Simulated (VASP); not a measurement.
AgPt3, 4 atoms in the cell. Symmetry: Pm-3m, No. 221, cubic system. Conventional cell: a = 3.900 Å, b = 3.900 Å, c = 3.900 Å, α = 90.00°, β = 90.00°, γ = 90.00°. Within 3.6 Å of Ag (site symmetry m-3m) lie 12 Pt at 2.76 Å. Within 3.6 Å of Pt (site symmetry 4/mmm) lie 4 Ag at 2.76 Å and 8 Pt at 2.76 Å. 

| Item | Value |
| --- | --- |
| Program | VASP 6.6.1 |
| Task | electric field gradients |
| Functional | LDA |
| Potentials or basis | VASP PAW LDA potentials, release 64 (Ag, Pt) |
| Cutoff | 520 eV |
| k mesh | 9 × 9 × 9 |
| Occupations | fermi-dirac, width 0.08 eV |
| Spin | no spin polarisation |
| Dipole correction | no |
| Further INCAR settings | ALGO = Normal; EDIFF = 1e-08; NBANDS = 28 |

Potentials or basis: VASP PAW LDA potentials, release 64 (Ag, Pt).

Command:

```bash
$ cat potpaw_LDA.64/Ag/POTCAR potpaw_LDA.64/Pt/POTCAR > POTCAR
$ mpirun -np 1 vasp_std > vasp.out
```

Hardware: 1 thread of Intel Xeon 8259CL (shared host).

Q: How long does it take, and how much memory?

A: It took 75 s on 1 thread of Intel Xeon 8259CL, on a shared host, peak memory 0.18 GiB. Counts: scf iterations 14, k points 35.
